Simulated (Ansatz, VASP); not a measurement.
Ni in VASP and in Ansatz

The input INCAR:

```
  PREC = Accurate
  ENCUT = 600
  EDIFF = 1E-7
  ISMEAR = -1
  SIGMA = 0.1
  LREAL = F
  LASPH = T
  NELM = 150
  ALGO = Normal
  ISIF = 3
  LWAVE = F
  LCHARG = F
  ISPIN = 2
  MAGMOM = 1.5 1.5
  LORBIT = 11
  LMAXMIX = 4
  GGA = PS
  IBRION = 2
  NSW = 80
  EDIFFG = -0.01
```

File KPOINTS:

```
Automatic mesh
0
Gamma
  14 14 7
```

File POSCAR:

```
Ni
1.0
    2.4480230000      0.0000000000      0.0000000000
   -1.2240110000      2.1200500000      0.0000000000
    0.0000000000      0.0000000000      4.0728080000
Ni
2
Direct
    0.3333333333      0.6666666667      0.2500000000
    0.6666666667      0.3333333333      0.7500000000
```

Input for Ansatz:

```yaml
crystal:
  lattice:
    - [2.448023, 0.0, 0.0]
    - [-1.224011, 2.12005, 0.0]
    - [0.0, 0.0, 4.072808]
  atoms:
    - { symbol: Ni, position: [0.3333333333333333, 0.6666666666666666, 0.25] }
    - { symbol: Ni, position: [0.6666666666666666, 0.3333333333333333, 0.75] }
basis:
  ecutwfc: 421.77648681281397
kpoints:
  mp_grid:
    grid: [14, 14, 7]
hamiltonian:
  xc: pbesol
  dispersion: none
magnetization:
  spin_polarized: true
  per_species:
    Ni: 1.5
scf:
  occupations:
    method: fermi_dirac
    width: 0.1
relax:
  cell: {}
```

Alike in both runs: task relaxation of cell and atoms; functional PBEsol; k mesh 14 × 14 × 7; occupations fermi-dirac, width 0.1 eV; collinear spin.

```csv
,VASP,Ansatz
version,VASP 6.6.1,Ansatz 0.2.0
potentials or method,"VASP PAW PBE potentials, release 64 (Ni), cutoff 600 eV","plane waves, PAW"
valence electrons in the cell,20,36
```

|  | VASP | Ansatz | Ansatz less VASP |
| --- | --- | --- | --- |
| net moment per atom (μB) | 0.60 | 0.62 | +0.017 |
| size of the moment on the site where the two differ most (μB) | 0.61 | 0.65 | +0.044 |
| relaxed volume (Å³/atom) | 10.42 | 10.43 | +0.007 |
| relaxed length of the cell vector where the two differ most in proportion (Å) | 2.450 | 2.450 | +0.0006 |

VASP's potentials were made for PBE, not for PBEsol. Site moments also hang on the region over which each program counts them. VASP's potentials hold 20 valence electrons a cell and Ansatz's 36, so a difference there can come from the potentials and not from the codes.
